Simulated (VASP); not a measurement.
# Si (P1) in VASP: notebook

Si is run at these levels: LDA; tasks: single point.

Everything below comes from runs of VASP 6.6.1. Logs are shortened: lines on timing, memory, paths and dates and some standing lists are left out, and cuts for length are marked.

### 1 The cell of the first run

The typed cell holds 4 atoms: a = 5.043 Å, b = 5.043 Å, c = 5.043 Å, α = 98.23°, β = 98.23°, γ = 135.53°.

### 2 Single point, LDA (atoms displaced along several vibrational modes)

File INCAR:

```
PREC = Accurate ; ENCUT = 520
EDIFF = 1E-6 ; ISMEAR = 0
SIGMA = 0.03 ; LREAL = False
LASPH = True ; NELM = 100
ALGO = Normal ; ISIF = 2
LWAVE = False ; LCHARG = False
GGA = CA ; NBANDS = 16
```

File KPOINTS:

```
Automatic mesh
0
Gamma
  10 10 10
```

File POSCAR:

```
Si
1.0
   -3.3010168807      3.3010168807      1.9082539665
    3.3010168807     -3.3010168807      1.9082539665
    3.3010168807      3.3010168807     -1.9082539665
Si
4
Direct
    0.1645169364      0.1736050450      0.3486027666
    0.8173068464      0.8263949550      0.6332210162
    0.1879335462      0.8211545624      0.0090881086
    0.8302426710      0.1788454376      0.0090881086
```

Potentials or basis: VASP PAW LDA potentials, release 64 (Si).

Started as:

```console
$ cat potpaw_LDA.64/Si/POTCAR > POTCAR
$ mpirun -np 1 vasp_std > vasp.out
```

OUTCAR:

```text
PREC = Accurate
   ENCUT = 520
   EDIFF = 1E-6
   ISMEAR = 0
   LREAL = False
   LASPH = True
   NELM = 100
   ISIF = 2
   GGA = CA

 ion  position               nearest neighbor table
   1  0.165  0.174  0.349-   4 2.24   2 2.29   2 2.36   3 2.36
   2  0.817  0.826  0.633-   1 2.29   1 2.36   4 2.36   3 2.48
   3  0.188  0.821  0.009-   4 2.33   4 2.33   1 2.36   2 2.48
   4  0.830  0.179  0.009-   1 2.24   3 2.33   3 2.33   2 2.36

  LATTYP: Found a body centered tetragonal cell.
 ALAT       =     6.6020337614
 C/A-ratio  =     0.5780806447

  Lattice vectors:

 A1 = (  -3.3010168807,   3.3010168807,   1.9082539665)
 A2 = (   3.3010168807,  -3.3010168807,   1.9082539665)
 A3 = (   3.3010168807,   3.3010168807,  -1.9082539665)

Analysis of symmetry for initial positions (statically):
=====================================================================
 Subroutine PRICEL returns:
 Original cell was already a primitive cell.

 Routine SETGRP: Setting up the symmetry group for a
 body centered tetragonal supercell.

 Subroutine GETGRP returns: Found  1 space group operations
 (whereof  1 operations were pure point group operations)
 out of a pool of 16 trial point group operations.

The static configuration has the point symmetry C_1 .

Analysis of symmetry for dynamics (positions and initial velocities):
=====================================================================
 Subroutine PRICEL returns:
 Original cell was already a primitive cell.

 Routine SETGRP: Setting up the symmetry group for a
 body centered tetragonal supercell.

 Subroutine GETGRP returns: Found  1 space group operations
 (whereof  1 operations were pure point group operations)
 out of a pool of 16 trial point group operations.

The dynamic configuration has the point symmetry C_1 .

 Subroutine INISYM returns: Found  1 space group operations
 (whereof  1 operations are pure point group operations),
 and found     1 'primitive' translations

----------------------------------------------------------------------------------------

                                     Primitive cell

  volume of cell :      83.1748

  direct lattice vectors                    reciprocal lattice vectors
    -3.301016881  3.301016881  1.908253967     0.000000000  0.151468477  0.262019631
     3.301016881 -3.301016881  1.908253967     0.151468477  0.000000000  0.262019631
     3.301016881  3.301016881 -1.908253967     0.151468477  0.151468477  0.000000000

  length of vectors
     5.043298335  5.043298335  5.043298335     0.302649941  0.302649941  0.214208775

  position of ions in fractional coordinates (direct lattice)
     0.164516936  0.173605045  0.348602767
     0.817306846  0.826394955  0.633221016
     0.187933546  0.821154562  0.009088109
     0.830242671  0.178845438  0.009088109

  ion indices of the primitive-cell ions
   primitive index   ion index
                 1           1
                 2           2
                 3           3
                 4           4

----------------------------------------------------------------------------------------

 KPOINTS: Automatic mesh

Automatic generation of k-mesh.
 Grid dimensions read from file:
 generate k-points for:   10   10   10

 Generating k-lattice:

  Cartesian coordinates                     Fractional coordinates (reciprocal lattice)
     0.000000000  0.015146848  0.026201963     0.100000000  0.000000000 -0.000000000
     0.015146848  0.000000000  0.026201963     0.000000000  0.100000000 -0.000000000
     0.015146848  0.015146848  0.000000000     0.000000000  0.000000000  0.100000000

  Length of vectors
     0.030264994  0.030264994  0.021420877

  Shift w.r.t. Gamma in fractional coordinates (k-lattice)
     0.000000000  0.000000000  0.000000000

 Subroutine IBZKPT returns following result:
 ===========================================

 Found    504 irreducible k-points:

 Following reciprocal coordinates:
            Coordinates               Weight
  0.000000  0.000000  0.000000      1.000000
  0.100000  0.000000 -0.000000      2.000000
  0.100000  0.000000 -0.100000      2.000000
  0.000000  0.100000 -0.100000      2.000000
  0.000000  0.100000 -0.000000      2.000000
  0.200000  0.000000 -0.000000      2.000000
[... 16 lines left out ...]
  0.200000  0.000000 -0.100000      2.000000
  0.100000  0.100000 -0.200000      2.000000
 [... further k-points ...]
   k-points           NKPTS =    504   k-points in BZ     NKDIM =    504   number of bands    NBANDS=     16
   number of dos      NEDOS =    301   number of ions     NIONS =      4
   total plane-waves  NPLWV =  64000
   dimension x,y,z NGX =    40 NGY =   40 NGZ =   40
   dimension x,y,z NGXF=    80 NGYF=   80 NGZF=   80
   ions per type =               4
   NGX,Y,Z   is equivalent  to a cutoff of  13.19, 13.19, 13.19 a.u.
   NGXF,Y,Z  is equivalent  to a cutoff of  26.37, 26.37, 26.37 a.u.
 SYSTEM =  unknown system
   PREC   = accura    normal or accurate (medium, high low for compatibility)
   ISTART =      0    job   : 0-new  1-cont  2-samecut
   ICHARG =      2    charge: 1-file 2-atom 10-const
   ISPIN  =      1    spin polarized calculation?
   LNONCOLLINEAR =      F non collinear calculations
   LSORBIT =      F    spin-orbit coupling
   LASPH  =      T    aspherical Exc in radial PAW
   ENCUT  =  520.0 eV  38.22 Ry    6.18 a.u.   9.38  9.38  9.38*2*pi/ulx,y,z
   NELM   =    100;   NELMIN=  2; NELMDL= -5     # of ELM steps
   EDIFF  = 0.1E-05   stopping-criterion for ELM
   LREAL  =      F    real-space projection
   EDIFFG = 0.1E-04   stopping-criterion for IOM
   NSW    =      0    number of steps for IOM
   IBRION =     -1    ionic relax: 0-MD 1-quasi-New 2-CG
   NFREE  =      0    steps in history (QN), initial steepest desc. (CG)
   ISIF   =      2    stress and relaxation
   ISYM   =      2    0-nonsym 1-usesym 2-fastsym
   POTIM  = 0.5000    time-step for ionic-motion
   TEBEG  =    0.0;   TEEND  =   0.0 temperature during run
   PSTRESS=    0.0 pullay stress
   NELECT =      16.0000    total number of electrons
   NUPDOWN=      -1.0000    fix difference up-down
   EMIN   =  10.00;   EMAX   =-10.00  energy-range for DOS
   EFERMI =   0.00;   METHOD = LEGACY
   ISMEAR =     0;   SIGMA  =   0.03  broadening in eV -4-tet -1-fermi 0-gaus
   EFERMI_NEDOS =   21; number of points for ismear=-14 and -15
   IALGO  =     38    algorithm
   IMIX   =      4    mixing-type and parameters
     AMIX     =   0.40;   BMIX     =  1.00
     AMIX_MAG =   1.60;   BMIX_MAG =  1.00
  volume/ion in A,a.u.               =      20.79       140.32
  Fermi-wavevector in a.u.,A,eV,Ry     =   0.945042  1.785870 12.151413  0.893104
  Thomas-Fermi vector in A             =   2.072905
   LORBIT       =      0    0 simple, 1 ext, 2 COOP (PROOUT), +10 PAW based schemes
   GGA     = CA    functional components
   LHFCALC =     F    Hartree Fock is set to
   AEXX    =    0.0000 exact exchange contribution
   IVDW    =     0    specifies the selected vdW correction
   LEPSILON=     F    determine dielectric tensor
   LRPA    =     F    only Hartree local field effects (RPA)
 non-spin polarized calculation
 Gauss-broadening in eV      SIGMA  =   0.03
  energy-cutoff  :      520.00
  volume of cell :       83.17
 maximum number of plane-waves:      2260
 NGX is ok and might be reduce to    40
   NGX = 19   NGY = 19   NGZ = 19

 number of electron      16.0000000 magnetization

 Free energy of the ion-electron system (eV)
  ---------------------------------------------------
  ext. energy  EPLUGINS =         0.00000000
  ---------------------------------------------------
  free energy    TOTEN  =       -23.25196752 eV

  energy without entropy =      -23.25196679  energy(sigma->0) =      -23.25196715

 E-fermi :   5.6942     XC(G=0):  -9.3869

 val. band max:        5.6349669329   @ k =   0.5000   0.5000   0.5000
 cond. band min:       5.7619074144   @ k =  -0.2000  -0.1000   0.2000
 fundamental gap:      0.1269404815
 Fermi energy:         5.6941920689

 k-point     1 :       0.0000    0.0000    0.0000
  band No.  band energies     occupation
      1      -6.6169      2.00000
      2      -2.2762      2.00000
      3      -0.0714      2.00000
      4      -0.0211      2.00000
      5       1.7276      2.00000
      6       4.0485      2.00000
[... 8 lines left out ...]
     15      11.0014      0.00000
     16      12.2972      0.00000

 k-point     2 :       0.1000    0.0000   -0.0000
  band No.  band energies     occupation
      1      -6.5049      2.00000
      2      -2.3019      2.00000
      3      -0.1729      2.00000
      4       0.1002      2.00000
      5       1.8274      2.00000
      6       3.4270      2.00000
[... 8 lines left out ...]
     15      10.5254      0.00000
     16      12.8822      0.00000

 k-point     3 :       0.1000    0.0000   -0.1000
  band No.  band energies     occupation
      1      -6.5040      2.00000
      2      -2.3056      2.00000
      3      -0.2204      2.00000
      4       0.1537      2.00000
      5       1.8343      2.00000
      6       3.4203      2.00000
[... 8 lines left out ...]
     15      10.4975      0.00000
     16      12.8832      0.00000

 k-point     4 :       0.0000    0.1000   -0.1000
  band No.  band energies     occupation
      1      -6.5040      2.00000
      2      -2.3071      2.00000
      3      -0.1850      2.00000
      4       0.1135      2.00000
      5       1.8409      2.00000
      6       3.4287      2.00000
[... 8 lines left out ...]
     15      10.4953      0.00000
     16      12.8839      0.00000
[... 324 lines left out ...]
 k-point    22 :       0.1000    0.1000   -0.0000
  band No.  band energies     occupation
      1      -6.2295      2.00000
      2      -2.1442      2.00000
      3      -0.1925      2.00000
      4      -0.0581      2.00000
      5       1.7599      2.00000
      6       2.5713      2.00000
[... 8 lines left out ...]
     15      10.2675      0.00000
     16      13.1008      0.00000

 k-point    23 :       0.2000    0.0000   -0.1000
  band No.  band energies     occupation
      1      -6.2274      2.00000
      2      -2.1574      2.00000
      3      -0.2061      2.00000
      4      -0.0410      2.00000
      5       1.7957      2.00000
      6       2.5594      2.00000
[... 8 lines left out ...]
     15      10.2548      0.00000
     16      13.0591      0.00000

 k-point    24 :       0.1000    0.1000   -0.2000
  band No.  band energies     occupation
      1      -6.2253      2.00000
      2      -2.1718      2.00000
      3      -0.1946      2.00000
      4      -0.0471      2.00000
      5       1.8294      2.00000
      6       2.5594      2.00000
[... 8 lines left out ...]
     15      10.2246      0.00000
     16      13.0190      0.00000

 [... further k-points ...]
[... 5 lines left out ...]
  --------------------------------------------------------------------------------------
  -------------------------------------------------------------------------------------
  Total       -0.0479247      0.9492926      0.0609091      0.0138865     -0.3133384     -0.3034431
  in kB       -0.9231632     18.2860137      1.1732791      0.2674935     -6.0357681     -5.8451574
  external PRESSURE =       6.1787099 kB  Pullay stress =       0.0000000 kB

 VOLUME and BASIS-vectors are now :
 -----------------------------------------------------------------------------
  energy-cutoff  :      520.00
  volume of cell :       83.17
      direct lattice vectors                 reciprocal lattice vectors
    -3.301016881  3.301016881  1.908253967     0.000000000  0.151468477  0.262019631
     3.301016881 -3.301016881  1.908253967     0.151468477  0.000000000  0.262019631
     3.301016881  3.301016881 -1.908253967     0.151468477  0.151468477  0.000000000

 POSITION                                       TOTAL-FORCE (eV/Angst)
 -----------------------------------------------------------------------------------
      1.18074      1.12074     -0.02000        -0.041894      1.225276      0.501998
      2.12027      2.06027      1.92825         0.041616      0.804923     -0.512386
      2.12027     -2.06027      1.90825         0.024245     -0.787266      0.001752
     -2.12027      2.18027      1.90825        -0.023968     -1.242933      0.008636
 -----------------------------------------------------------------------------------
    total drift:                                0.000222     -0.000002      0.000006

  FREE ENERGIE OF THE ION-ELECTRON SYSTEM (eV)
  ---------------------------------------------------
  free  energy   TOTEN  =       -23.2519675220 eV

  energy  without entropy=      -23.2519667855  energy(sigma->0) =      -23.25196715
```

It took 5.7 min on 1 thread of Intel Xeon 6975P-C (Granite Rapids), shared host; peak memory 0.53 GiB.

What came out:

```
Free energy            : -23.2520 eV
Pressure               : 0.6 GPa
Largest force          : 1.325 eV/Å
Band gap on the k mesh : 0.13 eV (least direct gap 0.27 eV)
```

Forces on the atoms (eV/Å):
```
Si  -0.042  1.225  0.502
Si   0.042  0.805 -0.512
Si   0.024 -0.787  0.002
Si  -0.024 -1.243  0.009
```

Stress tensor (GPa, compression positive):
```
-0.09  0.03 -0.58
 0.03  1.83 -0.60
-0.58 -0.60  0.12
```

Levels at points of the mesh, in eV from the valence-band top:
```csv
k point,band 6,band 7,band 8,band 9,band 10,band 11
"(0.00, 0.00, 0.00)",-1.59,-1.54,-0.57,1.33,1.51,1.51
"(0.50, 0.00, 0.00)",-3.67,-2.48,-1.41,0.59,2.36,2.95
"(0.50, 0.00, 0.50)",-3.64,-2.44,-1.50,0.72,2.25,2.80
"(0.00, 0.50, 0.50)",-3.59,-2.52,-1.46,0.67,2.28,2.82
"(0.00, 0.50, 0.00)",-3.72,-2.40,-1.45,0.63,2.33,2.93
"(0.50, 0.50, 0.00)",-2.14,-1.97,-1.64,1.44,1.78,1.84
"(0.00, 0.00, 0.50)",-2.17,-1.94,-1.65,1.44,1.78,1.85
"(0.50, 0.50, 0.50)",-0.30,-0.10,0.00,0.27,3.28,3.43
```

Caveat: the cell differs from its parent crystal (atoms displaced along several vibrational modes); semilocal functionals underestimate gaps, and a narrow one can read as zero; forces of over 1 eV/Å act on the atoms, so gaps and moduli don't describe the material at rest. A k mesh can miss the band edges.

### 3 Single point, LDA (atoms displaced along several vibrational modes)

File INCAR:

```
SYSTEM = Si
PREC     = Accurate       ! precision mode
ENCUT    = 520            ! plane-wave cutoff, eV
EDIFF    = 1E-6           ! SCF threshold, eV
ISMEAR   = 0              ! smearing method
SIGMA    = 0.03           ! smearing width, eV
LREAL    = .FALSE.        ! projectors in reciprocal space
LASPH    = .TRUE.         ! aspherical terms in the spheres
NELM     = 80             ! most SCF steps
ALGO     = Fast           ! electronic algorithm
ISIF     = 2              ! what is computed and relaxed
LWAVE    = .FALSE.        ! write WAVECAR
LCHARG   = .FALSE.        ! write CHGCAR
NBANDS   = 16             ! bands
```

File KPOINTS:

```
Automatic mesh
0
G
  10 10 10
  0 0 0
```

File POSCAR:

```
Si
1.0
   -3.3010168807      3.3010168807      1.9082539665
    3.3010168807     -3.3010168807      1.9082539665
    3.3010168807      3.3010168807     -1.9082539665
Si
4
Direct
    0.1600948902      0.1631242597      0.3546615057
    0.8338463707      0.8368757403      0.6392797553
    0.1818748071      0.8211545624      0.0030293695
    0.8241839319      0.1788454376      0.0030293695
```

Potentials or basis: VASP PAW LDA potentials, release 64 (Si).

Started as:

```console
$ cat potpaw_LDA.64/Si/POTCAR > POTCAR
$ mpirun -np 1 vasp_std > vasp.out
```

Wall time 18 min (1 thread of Oxide Virtual Turin-like, shared host); peak memory 0.51 GiB.

It converged, with:

* Free energy: -23.2769 eV
* Pressure: 0.5 GPa
* Largest force: 1.620 eV/Å
* Band gap on the k mesh: zero (bands 8 and 9 overlap by 0.02 eV)

Forces in eV/Å, atoms in the order of the input:
```
Si  -0.174  0.181  1.530
Si   0.173  0.473 -1.540
Si   0.013 -0.312  0.004
Si  -0.012 -0.342  0.006
```

Stress tensor (GPa, compression positive):
```
 0.28  0.23 -1.78
 0.23  0.49 -1.78
-1.78 -1.78  0.59
```

Levels at points of the mesh, in eV from the Fermi level:
| k point | band 4 | band 5 | band 6 | band 7 | band 8 | band 9 | band 10 | band 11 | band 12 | band 13 |
| --- | --- | --- | --- | --- | --- | --- | --- | --- | --- | --- |
| (0.00, 0.00, 0.00) | -5.79 | -4.03 | -1.68 | -1.61 | -0.71 | 1.13 | 1.37 | 1.40 | 2.09 | 2.14 |
| (0.50, 0.00, 0.00) | -6.60 | -4.65 | -3.87 | -2.54 | -1.54 | 0.43 | 2.29 | 2.96 | 3.25 | 3.89 |
| (0.50, 0.00, 0.50) | -6.14 | -4.55 | -3.64 | -2.65 | -1.69 | 0.69 | 2.05 | 2.57 | 3.30 | 4.17 |
| (0.00, 0.50, 0.50) | -6.14 | -4.55 | -3.63 | -2.66 | -1.68 | 0.68 | 2.05 | 2.57 | 3.29 | 4.19 |
| (0.00, 0.50, 0.00) | -6.60 | -4.65 | -3.88 | -2.53 | -1.55 | 0.43 | 2.29 | 2.96 | 3.26 | 3.87 |
| (0.50, 0.50, 0.00) | -5.13 | -3.07 | -2.21 | -2.12 | -1.74 | 1.37 | 1.61 | 1.70 | 3.82 | 4.20 |
| (0.00, 0.00, 0.50) | -5.13 | -3.08 | -2.40 | -1.91 | -1.79 | 1.31 | 1.68 | 1.69 | 3.78 | 4.17 |
| (0.50, 0.50, 0.50) | -5.33 | -3.14 | -0.57 | -0.15 | 0.04 | 0.09 | 3.15 | 3.27 | 3.71 | 4.35 |

Caveat: the cell differs from its parent crystal (atoms displaced along several vibrational modes); semilocal functionals underestimate gaps, and a narrow one can read as zero; forces of over 1 eV/Å act on the atoms, so gaps and moduli don't describe the material at rest.

[end of part 1 of 2]

The gap in the log of VASP goes by the Fermi energy; the results here count the filled bands.